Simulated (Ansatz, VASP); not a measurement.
Two plane-wave programs on RbCl

Contents of INCAR:

```
PREC = Accurate
ENCUT = 500
EDIFF = 1E-6
ISMEAR = -1
SIGMA = 0.05
LREAL = False
LASPH = True
NELM = 120
ALGO = Normal
ISIF = 2
LWAVE = False
LCHARG = False
GGA = PS
NBANDS = 15
GGA_COMPAT = False
```

Contents of KPOINTS:

```
regular mesh
0
Gamma
  6 6 6
```

File POSCAR:

```
RbCl
1.0
   -0.0163700000      3.2740000000      3.2740000000
    3.2740000000     -0.0163700000      3.2740000000
    3.2576300000      3.2576300000      0.0000000000
Rb Cl
1 1
Direct
    0.0000000000      0.0000000000      0.0000000000
    0.5000000000      0.5000000000      0.5000000000
```

Input for Ansatz:

```yaml
crystal:
  lattice:
    - [-0.01637, 3.274, 3.274]
    - [3.274, -0.01637, 3.274]
    - [3.25763, 3.25763, 0.0]
  atoms:
    - { symbol: Rb, position: [0.0, 0.0, 0.0] }
    - { symbol: Cl, position: [0.5, 0.5, 0.5] }
basis:
  ecutwfc: 520.0
kpoints:
  mp_grid:
    grid: [6, 6, 6]
hamiltonian:
  xc: pbesol
scf:
  occupations:
    method: fermi_dirac
    width: 0.05
output:
  stress: true
```

Alike in both runs: task single point; functional PBEsol; k mesh 6 × 6 × 6; occupations fermi-dirac, width 0.05 eV; no spin polarisation.

|  | VASP | Ansatz |
| --- | --- | --- |
| version | VASP 6.6.1 | Ansatz 0.2.0 |
| potentials or method | VASP PAW PBE potentials, release 64 (Rb_sv, Cl), cutoff 500 eV | plane waves, PAW |
| valence electrons in the cell | 16 | 16 |

```csv
,VASP,Ansatz,Ansatz less VASP
pressure (GPa),0.0,0.0,-0.01
"traceless stress, the component that is largest in VASP (GPa)",0.05,0.05,0.000
```

VASP's potentials were made for PBE, not for PBEsol.
